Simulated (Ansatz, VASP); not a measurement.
# One calculation of Pd, two programs

Contents of INCAR:

```
SYSTEM = Pd
  PREC = Accurate
  ENCUT = 520
  EDIFF = 1E-6
  ISMEAR = 0
  SIGMA = 0.15
  LREAL = .FALSE.
  LASPH = .TRUE.
  NELM = 80
  ALGO = Fast
  ISIF = 2
  LWAVE = .FALSE.
  LCHARG = .TRUE.
  GGA = PE
  LELF = .TRUE.
  LVHAR = .TRUE.
  NBANDS = 28
```

File KPOINTS:

```
regular mesh
0
G
  18 18 6
  0 0 0
```

The input POSCAR:

```
Pd
1.0
    2.9047986792      0.0000000000      0.0000000000
   -1.4523993396      2.5156294490      0.0000000000
    0.0000000000      0.0000000000      9.1786947690
Pd
4
Direct
    0.0000000000      0.0000000000      0.0000000000
    0.3333333333      0.6666666667      0.2500000000
    0.0000000000      0.0000000000      0.5000000000
    0.6666666667      0.3333333333      0.7500000000
```

Input for Ansatz:

```yaml
crystal:
  lattice:
    - [2.9047986792, 0.0, 0.0]
    - [-1.4523993396, 2.515629449, 0.0]
    - [0.0, 0.0, 9.178694769]
  atoms:
    - { symbol: Pd, position: [0.0, 0.0, 0.0] }
    - { symbol: Pd, position: [0.3333333333, 0.6666666667, 0.25] }
    - { symbol: Pd, position: [0.0, 0.0, 0.5] }
    - { symbol: Pd, position: [0.6666666667, 0.3333333333, 0.75] }
basis:
  ecutwfc: 420
kpoints:
  mp_grid: { grid: [18, 18, 6] }
hamiltonian:
  xc: pbe
scf:
  occupations: { method: gaussian, width: 0.15 }
output:
  forces: true
  stress: true
  eigenvalues: true
```

Change from the starting cell: strain +0.0450 x Voigt [1, 1, 0, 0, 0, 0], atoms carried along.

Alike in both runs: task single point; functional PBE; k mesh 18 × 18 × 6; occupations gaussian, width 0.15 eV; no spin polarisation.

```csv
,VASP,Ansatz
version,VASP 6.6.1,Ansatz 0.2.0
potentials or method,"VASP PAW PBE potentials, release 64 (Pd), cutoff 520 eV","scalar-relativistic, plane waves, PAW"
valence electrons in the cell,40,72
```

VASP gave:

* gap on the k mesh at the Fermi level (eV): none
* pressure (GPa): -11.4
* traceless stress, the component that is largest in VASP (GPa): 2.33

Q: What did Ansatz give for the same quantities?

A: gap on the k mesh at the Fermi level (eV): none; pressure (GPa): -11.2; traceless stress, the component that is largest in VASP (GPa): 2.34.

A gap of «none» marks a metal or a gap that the smearing closes. VASP's potentials hold 40 valence electrons a cell and Ansatz's 72, so a difference there can come from the potentials and not from the codes.
